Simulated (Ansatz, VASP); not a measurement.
Given: the input of a run of Ansatz 0.2.0 on PbS.

File input.yaml:

```yaml
crystal:
  lattice:
    - [3.6042791765, 0.0, 0.0]
    - [0.0, 3.6042791765, 0.0]
    - [0.0, 0.0, 3.6042791765]
  atoms:
    - { symbol: Pb, position: [0.0, 0.0, 0.0] }
    - { symbol: S, position: [0.5, 0.5, 0.5] }
hamiltonian:
  xc: lda
  pseudopotentials: { kind: paw }
kpoints:
  mp_grid: { grid: [7, 7, 7] }
scf:
  occupations: { method: fermi_dirac, width: 0.05 }
output:
  forces: true
  stress: true
  eigenvalues: true
```

Potentials or basis: Ansatz PAW.

Launch:

```sh
$ ansatz run input.yaml --threads 2 --pin off --max-ram 5632MiB --backend cpu --events-out ev --progress --plain --runs-dir out
```

Question: Translate it to VASP 6.6.1. Potentials there: VASP PAW LDA potentials, release 64 (Pb_d, S).

Answer: As run (the cutoff follows the program's own potentials):

File INCAR:

```
ALGO     = Normal         # electronic algorithm
EDIFF    = 1E-6           # SCF threshold, eV
ENCUT    = 520            # plane-wave cutoff, eV
ISIF     = 2              # what is computed and relaxed
ISMEAR   = -1             # smearing method
LASPH    = True           # aspherical terms in the spheres
LCHARG   = True           # write CHGCAR
LELF     = True           # ELF
LREAL    = False          # projectors in reciprocal space
LVHAR    = True         
LWAVE    = False          # write WAVECAR
NBANDS   = 17             # bands
NELM     = 100            # most SCF steps
PREC     = Accurate       # precision mode
SIGMA    = 0.05           # smearing width, eV
```

KPOINTS

```
k-points
0
Gamma
  7 7 7
```

Contents of POSCAR:

```
PbS
1.0
    3.6042791765      0.0000000000      0.0000000000
    0.0000000000      3.6042791765      0.0000000000
    0.0000000000      0.0000000000      3.6042791765
Pb S
1 1
Direct
    0.0000000000      0.0000000000      0.0000000000
    0.5000000000      0.5000000000      0.5000000000
```

Potentials or basis: VASP PAW LDA potentials, release 64 (Pb_d, S).

Run with:

```sh
$ cat potpaw_LDA.64/Pb_d/POTCAR potpaw_LDA.64/S/POTCAR > POTCAR
$ mpirun -np 1 vasp_std > vasp.out
```

Both were run:

|  | VASP | Ansatz | Ansatz less VASP |
| --- | --- | --- | --- |
| gap on the k mesh at the Fermi level (eV) | none | none | - |
| pressure (GPa) | -3.4 | -3.4 | -0.03 |

LDA's correlation is that of Perdew and Zunger in VASP and of Perdew and Wang (1992) in Ansatz. A gap of «none» marks a metal or a gap that the smearing closes.

Neither program's run includes spin-orbit coupling.
